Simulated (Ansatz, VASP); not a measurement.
# W: VASP beside Ansatz

File INCAR:

```
  ALGO = Normal
  EDIFF = 1E-7
  ENCUT = 520
  GGA = PS
  ISIF = 2
  ISMEAR = -1
  LASPH = T
  LCHARG = F
  LREAL = F
  LWAVE = F
  NBANDS = 13
  NELM = 100
  PREC = Accurate
  SIGMA = 0.1
```

The input KPOINTS:

```
k-points
0
Gamma
  14 14 14
```

The input POSCAR:

```
W
1.0
    2.6440434669      0.0000000000      0.0000000000
    0.0000000000      2.6440434669      0.0000000000
    0.0000000000      0.0000000000      2.6440434669
W
1
Direct
    0.0000000000      0.0000000000      0.0000000000
```

Input for Ansatz:

```yaml
crystal:
  lattice:
    - [2.6440434669, 0.0, 0.0]
    - [0.0, 2.6440434669, 0.0]
    - [0.0, 0.0, 2.6440434669]
  atoms:
    - { symbol: W, position: [0.0, 0.0, 0.0] }
hamiltonian:
  xc: pbesol
  pseudopotentials:
    kind: paw
    azcp:
      W: "pseudopotentials/W.paw.azcp"
basis:
  ecutwfc: 420
  fft_grid_basis: typed
kpoints:
  mp_grid: { grid: [14, 14, 14], shift: [0, 0, 0] }
magnetization:
  spin_polarized: false
scf:
  occupations: { method: fermi_dirac, width: 0.1 }
  lower_state_search: "off"
output:
  stress: true
```

Alike in both runs: task single point; functional PBEsol; k mesh 14 × 14 × 14; occupations fermi-dirac, width 0.1 eV; no spin polarisation.

```csv
,VASP,Ansatz
version,VASP 6.6.1,Ansatz 0.2.0
potentials or method,"VASP PAW PBE potentials, release 64 (W_sv), cutoff 520 eV","plane waves (420 eV) with PAW, scalar-relativistic"
valence electrons in the cell,14,14
```

VASP gave:

```
pressure (GPa) : -7.6
```

Q: Estimate Ansatz's values.

A: Pressure (GPa): -8.2.

VASP's potentials were made for PBE, not for PBEsol, and Ansatz warns of the same on its side.

Spin-orbit coupling is off throughout.
